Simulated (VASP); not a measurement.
# Sn (Immm) in VASP: a series of runs

Sn is run at these levels: LDA, PBE; tasks: relaxation of cell and atoms, single point.

All numbers are computed with VASP 6.6.1; they aren't measurements. Logs are shortened: lines on timing, memory, paths and dates and some standing lists are left out, and cuts for length are marked.

### 1 The cell of the first run

The structure is orthorhombic, space group Immm (No. 71). The conventional cell has a = 3.453 Å, b = 3.551 Å, c = 4.677 Å, α = 90.00°, β = 90.00°, γ = 90.00°. Sn (site symmetry mmm) has 14 Sn at 3.41 to 4.68 Å within 4.7 Å.

### 2 Relaxation of cell and atoms, LDA, target pressure 2 GPa, at which the enthalpy is minimised

INCAR reads:

```
  PREC = Accurate
  ENCUT = 600
  EDIFF = 1E-7
  ISMEAR = -1
  SIGMA = 0.05
  LREAL = False
  LASPH = True
  NELM = 80
  ALGO = Normal
  ISIF = 3
  LWAVE = False
  LCHARG = False
  GGA = CA
  IBRION = 2
  NSW = 80
  EDIFFG = -0.01
  PSTRESS = 20.0
```

KPOINTS reads:

```
regular mesh
0
Gamma
  11 11 11
```

POSCAR reads:

```
Sn
1.0
   -1.7265390000      1.7755470000      2.3383420000
    1.7265390000     -1.7755470000      2.3383420000
    1.7265390000      1.7755470000     -2.3383420000
Sn
1
Direct
    0.0000000000      0.0000000000      0.0000000000
```

Potentials or basis: VASP PAW LDA potentials, release 64 (Sn_d).

The run is started by

```console
$ cat potpaw_LDA.64/Sn_d/POTCAR > POTCAR
$ mpirun -np 1 vasp_std > vasp.out
```

OUTCAR:

```text
PREC = Accurate
   ENCUT = 600
   EDIFF = 1E-7
   ISMEAR = -1
   LREAL = False
   LASPH = True
   NELM = 80
   ISIF = 3
   GGA = CA
   IBRION = 2
   NSW = 80
   EDIFFG = -0.01
   PSTRESS = 20.0

 ion  position               nearest neighbor table
   1  0.000  0.000  0.000-

  LATTYP: Found a body centered orthorhombic cell.
 ALAT       =     3.4530780000
 B/A-ratio  =     1.0283851103
 C/A-ratio  =     1.3543522620

  Lattice vectors:

 A1 = (  -1.7265390000,   1.7755470000,   2.3383420000)
 A2 = (   1.7265390000,  -1.7755470000,   2.3383420000)
 A3 = (   1.7265390000,   1.7755470000,  -2.3383420000)

Analysis of symmetry for initial positions (statically):
=====================================================================
 Subroutine PRICEL returns:
 Original cell was already a primitive cell.

 Routine SETGRP: Setting up the symmetry group for a
 body centered orthorhombic supercell.

 Subroutine GETGRP returns: Found  8 space group operations
 (whereof  8 operations were pure point group operations)
 out of a pool of  8 trial point group operations.

The static configuration has the point symmetry D_2h.

Analysis of symmetry for dynamics (positions and initial velocities):
=====================================================================
 Subroutine PRICEL returns:
 Original cell was already a primitive cell.

 Routine SETGRP: Setting up the symmetry group for a
 body centered orthorhombic supercell.

 Subroutine GETGRP returns: Found  8 space group operations
 (whereof  8 operations were pure point group operations)
 out of a pool of  8 trial point group operations.

The dynamic configuration has the point symmetry D_2h.

 Subroutine INISYM returns: Found  8 space group operations
 (whereof  8 operations are pure point group operations),
 and found     1 'primitive' translations

----------------------------------------------------------------------------------------

                                     Primitive cell

  volume of cell :      28.6732

  direct lattice vectors                    reciprocal lattice vectors
    -1.726539000  1.775547000  2.338342000     0.000000000  0.281603359  0.213826720
     1.726539000 -1.775547000  2.338342000     0.289596702  0.000000000  0.213826720
     1.726539000  1.775547000 -2.338342000     0.289596702  0.281603359  0.000000000

  length of vectors
     3.406075069  3.406075069  3.406075069     0.353584952  0.359983494  0.403938983

  position of ions in fractional coordinates (direct lattice)
     0.000000000  0.000000000  0.000000000

  ion indices of the primitive-cell ions
   primitive index   ion index
                 1           1

----------------------------------------------------------------------------------------

 KPOINTS: regular mesh

Automatic generation of k-mesh.
 Grid dimensions read from file:
 generate k-points for:   11   11   11

 Generating k-lattice:

  Cartesian coordinates                     Fractional coordinates (reciprocal lattice)
     0.000000000  0.025600305  0.019438793     0.090909091  0.000000000 -0.000000000
     0.026326973  0.000000000  0.019438793     0.000000000  0.090909091  0.000000000
     0.026326973  0.025600305  0.000000000    -0.000000000  0.000000000  0.090909091

  Length of vectors
     0.032144087  0.032725772  0.036721726

  Shift w.r.t. Gamma in fractional coordinates (k-lattice)
     0.000000000  0.000000000  0.000000000

 Subroutine IBZKPT returns following result:
 ===========================================

 Found    216 irreducible k-points:

 Following reciprocal coordinates:
            Coordinates               Weight
  0.000000  0.000000  0.000000      1.000000
  0.090909  0.000000  0.000000      4.000000
  0.181818 -0.000000  0.000000      4.000000
  0.272727  0.000000  0.000000      4.000000
  0.363636 -0.000000  0.000000      4.000000
  0.454545  0.000000  0.000000      4.000000
[... 16 lines left out ...]
  0.454545  0.181818  0.000000      8.000000
 -0.454545  0.181818  0.000000      8.000000
 [... further k-points ...]
   k-points           NKPTS =    216   k-points in BZ     NKDIM =    216   number of bands    NBANDS=     11
   number of dos      NEDOS =    301   number of ions     NIONS =      1
   total plane-waves  NPLWV =  21952
   dimension x,y,z NGX =    28 NGY =   28 NGZ =   28
   dimension x,y,z NGXF=    56 NGYF=   56 NGZF=   56
   ions per type =               1
   NGX,Y,Z   is equivalent  to a cutoff of  13.67, 13.67, 13.67 a.u.
   NGXF,Y,Z  is equivalent  to a cutoff of  27.33, 27.33, 27.33 a.u.
 SYSTEM =  unknown system
   PREC   = accura    normal or accurate (medium, high low for compatibility)
   ISTART =      0    job   : 0-new  1-cont  2-samecut
   ICHARG =      2    charge: 1-file 2-atom 10-const
   ISPIN  =      1    spin polarized calculation?
   LNONCOLLINEAR =      F non collinear calculations
   LSORBIT =      F    spin-orbit coupling
   LASPH  =      T    aspherical Exc in radial PAW
   ENCUT  =  600.0 eV  44.10 Ry    6.64 a.u.   6.80  6.80  6.80*2*pi/ulx,y,z
   NELM   =     80;   NELMIN=  2; NELMDL= -5     # of ELM steps
   EDIFF  = 0.1E-06   stopping-criterion for ELM
   LREAL  =      F    real-space projection
   EDIFFG = -.1E-01   stopping-criterion for IOM
   NSW    =     80    number of steps for IOM
   IBRION =      2    ionic relax: 0-MD 1-quasi-New 2-CG
   NFREE  =      1    steps in history (QN), initial steepest desc. (CG)
   ISIF   =      3    stress and relaxation
   ISYM   =      2    0-nonsym 1-usesym 2-fastsym
   POTIM  = 0.5000    time-step for ionic-motion
   TEBEG  =    0.0;   TEEND  =   0.0 temperature during run
   PSTRESS=   20.0 pullay stress
   NELECT =      14.0000    total number of electrons
   NUPDOWN=      -1.0000    fix difference up-down
   EMIN   =  10.00;   EMAX   =-10.00  energy-range for DOS
   EFERMI =   0.00;   METHOD = LEGACY
   ISMEAR =    -1;   SIGMA  =   0.05  broadening in eV -4-tet -1-fermi 0-gaus
   EFERMI_NEDOS =   21; number of points for ismear=-14 and -15
   IALGO  =     38    algorithm
   IMIX   =      4    mixing-type and parameters
     AMIX     =   0.40;   BMIX     =  1.00
     AMIX_MAG =   1.60;   BMIX_MAG =  1.00
  volume/ion in A,a.u.               =      28.67       193.50
  Fermi-wavevector in a.u.,A,eV,Ry     =   1.289116  2.436076 22.610433  1.661820
  Thomas-Fermi vector in A             =   2.421028
   LORBIT       =      0    0 simple, 1 ext, 2 COOP (PROOUT), +10 PAW based schemes
   GGA     = CA    functional components
   LHFCALC =     F    Hartree Fock is set to
   AEXX    =    0.0000 exact exchange contribution
   IVDW    =     0    specifies the selected vdW correction
   LEPSILON=     F    determine dielectric tensor
   LRPA    =     F    only Hartree local field effects (RPA)
 conjugate gradient relaxation of ions
 non-spin polarized calculation
  energy-cutoff  :      600.00
  volume of cell :       28.67
 maximum number of plane-waves:       971
   NGX = 13   NGY = 13   NGZ = 13

--------------------------------------- Ionic step        1  -------------------------------------------

 number of electron      13.9999998 magnetization

 Free energy of the ion-electron system (eV)
  ---------------------------------------------------
  ext. energy  EPLUGINS =         0.00000000
  ---------------------------------------------------
  free energy    TOTEN  =        -4.40155195 eV

  energy without entropy =       -4.39815212  energy(sigma->0) =       -4.39985204

------------------------ aborting loop because EDIFF is reached ----------------------------------------

  FORCE on cell =-STRESS in cart. coord.  units (eV):
  Direction    XX          YY          ZZ          XY          YZ          ZX
  --------------------------------------------------------------------------------------
  -------------------------------------------------------------------------------------
  Total       -0.7515674     -1.0331887     -0.7932675      0.0000000      0.0000000      0.0000000
  in kB      -41.9954207    -57.7316039    -44.3255013      0.0000000      0.0000000      0.0000000
  external PRESSURE =     -68.0175086 kB  Pullay stress =      20.0000000 kB
[... 90 lines left out ...]
  FREE ENERGIE OF THE ION-ELECTRON SYSTEM (eV)
  ---------------------------------------------------
  free  energy   TOTEN  =        -4.4425004354 eV

  energy  without entropy=       -4.4380646659  energy(sigma->0) =       -4.44028255

  enthalpy is  TOTEN    =        -4.1292990592 eV   P V=        0.3132013762

[... ionic steps 4 to 8 ...]

--------------------------------------- Ionic step        9  -------------------------------------------

 number of electron      13.9999996 magnetization

------------------------ aborting loop because EDIFF is reached ----------------------------------------

  FORCE on cell =-STRESS in cart. coord.  units (eV):
  Direction    XX          YY          ZZ          XY          YZ          ZX
  --------------------------------------------------------------------------------------
  -------------------------------------------------------------------------------------
  Total        0.3089617      0.3162618      0.3389660      0.0000000      0.0000000      0.0000000
  in kB       19.7226589     20.1886656     21.6379953      0.0000000      0.0000000      0.0000000
  external PRESSURE =       0.5164399 kB  Pullay stress =      20.0000000 kB
[... 59 lines left out ...]
  enthalpy is  TOTEN    =        -4.1304699003 eV   P V=        0.3133949991

--------------------------------------- Ionic step       11  -------------------------------------------

 number of electron      13.9999996 magnetization

 Free energy of the ion-electron system (eV)
  ---------------------------------------------------
  ext. energy  EPLUGINS =         0.00000000
  ---------------------------------------------------
  free energy    TOTEN  =        -4.44416970 eV

  energy without entropy =       -4.43934607  energy(sigma->0) =       -4.44175788

 E-fermi :   8.8304     XC(G=0): -10.9746

 val. band max:        8.8000909993   @ k =   0.1818   0.1818   0.0909
 cond. band min:       8.8431077777   @ k =   0.4545   0.2727   0.0909
 fundamental gap:      0.0430167784
 Fermi energy:         8.8303993449

 k-point     1 :       0.0000    0.0000    0.0000
  band No.  band energies     occupation
      1     -12.6530      2.00000
      2     -12.6524      2.00000
      3     -12.6201      2.00000
      4     -12.5592      2.00000
      5     -12.5216      2.00000
      6      -2.8907      2.00000
      7      17.0534      0.00000
      8      17.1341      0.00000
      9      17.1550      0.00000
     10      19.6747      0.00000
     11      21.2284      0.00000
[... 309 lines left out ...]
 k-point    24 :      -0.4545    0.1818    0.0000
  band No.  band energies     occupation
      1     -12.6732      2.00000
      2     -12.6104      2.00000
      3     -12.5656      2.00000
      4     -12.5027      2.00000
      5     -12.4406      2.00000
      6       1.0648      2.00000
      7       6.3720      2.00000
      8      11.6636      0.00000
      9      13.2972      0.00000
     10      16.5825      0.00000
     11      22.1949      0.00000

 [... further k-points ...]

------------------------ aborting loop because EDIFF is reached ----------------------------------------

  FORCE on cell =-STRESS in cart. coord.  units (eV):
  Direction    XX          YY          ZZ          XY          YZ          ZX
  --------------------------------------------------------------------------------------
  -------------------------------------------------------------------------------------
  Total        0.3182523      0.3064393      0.3129990      0.0000000      0.0000000      0.0000000
  in kB       20.2930319     19.5397879     19.9580617      0.0000000      0.0000000      0.0000000
  external PRESSURE =      -0.0697062 kB  Pullay stress =      20.0000000 kB
[... 16 lines left out ...]
  FREE ENERGIE OF THE ION-ELECTRON SYSTEM (eV)
  ---------------------------------------------------
  free  energy   TOTEN  =        -4.4441697006 eV

  energy  without entropy=       -4.4393460662  energy(sigma->0) =       -4.44175788

  enthalpy is  TOTEN    =        -4.1305129683 eV   P V=        0.3136567323

 reached required accuracy - stopping structural energy minimisation
```

Wall time 2.8 min (1 thread of Intel Xeon 6975P-C (Granite Rapids), shared host); peak memory 0.22 GiB.

Results:

```
Free energy                                                : -4.4442 eV
Relaxed volume                                             : 25.13 Å³/atom
Relaxed cell                                               : a = 3.267 Å, b = 3.267 Å, c = 3.267 Å, α = 118.68°, β = 118.62°, γ = 92.35°
Space group after relaxing (to 0.1 Å)                      : I4/mmm (No. 139)
Energy change on relaxing (the run minimises the enthalpy) : -42.6 meV/atom
Ionic steps                                                : 11
Pressure after relaxing                                    : 2.0 GPa
Band gap on the k mesh                                     : zero (bands 7 and 8 overlap by 10.27 eV)
```

The path:
| step | energy change (eV) | largest force (eV/Å) | pressure (GPa) | volume (Å³) |
| --- | --- | --- | --- | --- |
| 1 | 0.0000 | 0.0000 | -4.80 | 28.67 |
| 2 | -0.0135 | 0.0000 | 5.60 | 23.91 |
| 3 | -0.0409 | 0.0000 | 2.08 | 25.09 |
| 4 | -0.0418 | 0.0000 | 1.92 | 25.16 |
| 5 | -0.0428 | 0.0000 | 1.89 | 25.16 |
| 6 | -0.0430 | 0.0000 | 1.87 | 25.17 |
| 7 | -0.0430 | 0.0000 | 1.87 | 25.17 |
| 8 | -0.0420 | 0.0000 | 2.10 | 25.09 |
| 9 | -0.0422 | 0.0000 | 2.05 | 25.10 |
| 10 | -0.0423 | 0.0000 | 2.06 | 25.11 |
| 11 | -0.0426 | 0.0000 | 1.99 | 25.13 |

Final structure:
```
CELL_PARAMETERS angstrom
-1.66576 1.66721 2.26189
1.66576 -1.66721 2.26189
1.66576 1.66721 -2.26189
ATOMIC_POSITIONS crystal
Sn 0.00000 0.00000 0.00000
```

Caveat: the cell is relaxed towards a set pressure, so the run minimises the enthalpy, not the energy; spin-orbit coupling is left out, which moves the levels of the heavy elements.

### 3 Relaxation of cell and atoms, LDA, target pressure 5 GPa, at which the enthalpy is minimised

INCAR reads:

```
ALGO     = Normal         # electronic algorithm
EDIFF    = 1E-6           # SCF threshold, eV
EDIFFG   = -0.01          # ionic threshold
ENCUT    = 600            # plane-wave cutoff, eV
IBRION   = 2              # ionic algorithm
ISIF     = 3              # what is computed and relaxed
ISMEAR   = -1             # smearing method
LASPH    = T              # aspherical terms in the spheres
LCHARG   = F              # write CHGCAR
LREAL    = F              # projectors in reciprocal space
LWAVE    = F              # write WAVECAR
NELM     = 60             # most SCF steps
NSW      = 80             # ionic steps
PREC     = Accurate       # precision mode
PSTRESS  = 50.0         
SIGMA    = 0.05           # smearing width, eV
```

KPOINTS reads:

```
k-points
0
Gamma
  11 11 11
```

POSCAR is that of step 2.

Potentials or basis: VASP PAW LDA potentials, release 64 (Sn_d).

The run is started by

```console
$ cat potpaw_LDA.64/Sn_d/POTCAR > POTCAR
$ mpirun -np 1 vasp_std > vasp.out
```

Run time: 3.7 min. Hardware: 1 thread of Intel Xeon 6975P-C (Granite Rapids), shared host; peak memory 0.22 GiB.

Results (log left out):

```yaml
Free_energy: -4.4218 eV
Relaxed_volume: 24.08 Å³/atom
Relaxed_cell: a = 3.223 Å, b = 3.223 Å, c = 3.223 Å, α = 118.84°, β = 118.81°, γ = 92.05°
Space_group_after_relaxing_to_0.1_Å: I4/mmm (No. 139)
Energy_change_on_relaxing_the_run_minimises_the_enthalpy: -20.2 meV/atom
Ionic_steps: 16
Pressure_after_relaxing: 5.0 GPa
Band_gap_on_the_k_mesh: zero (bands 7 and 8 overlap by 10.75 eV)
```

The path:
| step | energy change (eV) | largest force (eV/Å) | pressure (GPa) | volume (Å³) |
| --- | --- | --- | --- | --- |
| 1 | 0.0000 | 0.0000 | -4.69 | 28.67 |
| 2 | 0.0938 | 0.0000 | 13.52 | 22.06 |
| 3 | -0.0192 | 0.0000 | 4.98 | 24.10 |
| 4 | -0.0165 | 0.0000 | 5.27 | 24.02 |
| 5 | -0.0177 | 0.0000 | 5.26 | 24.01 |
| 6 | -0.0177 | 0.0000 | 5.24 | 24.01 |
| 7 | -0.0177 | 0.0000 | 5.26 | 24.01 |
| 8 | -0.0220 | 0.0000 | 4.81 | 24.15 |
| 9 | -0.0205 | 0.0000 | 4.99 | 24.10 |
| 10 | -0.0206 | 0.0000 | 4.91 | 24.10 |
| 11 | -0.0206 | 0.0000 | 4.99 | 24.10 |
| 12 | -0.0206 | 0.0000 | 4.97 | 24.10 |
| 13 | -0.0206 | 0.0000 | 4.97 | 24.10 |
| 14 | -0.0205 | 0.0000 | 4.99 | 24.10 |
| 15 | -0.0204 | 0.0000 | 4.98 | 24.09 |
| 16 | -0.0202 | 0.0000 | 4.99 | 24.08 |

Final structure:
```yaml
crystal:
  lattice:
    - [-1.63989, 1.64047, 2.23819]
    - [1.63989, -1.64047, 2.23819]
    - [1.63989, 1.64047, -2.23819]
  atoms:
    - { symbol: Sn, position: [0.00000, 0.00000, 0.00000] }
```

Levels at points of the mesh, in eV from the Fermi level:
```tsv
k point	band 5	band 6	band 7	band 8	band 9	band 10
(0.00, 0.00, 0.00)	-21.38	-12.07	8.59	8.68	8.68	10.87
```

Caveat: the cell is relaxed towards a set pressure, so the run minimises the enthalpy, not the energy; the volume moved by over 15 % at a fixed basis, so the end points are rough; spin-orbit coupling is left out, which moves the levels of the heavy elements.

(Continued in part 2 of 2.)
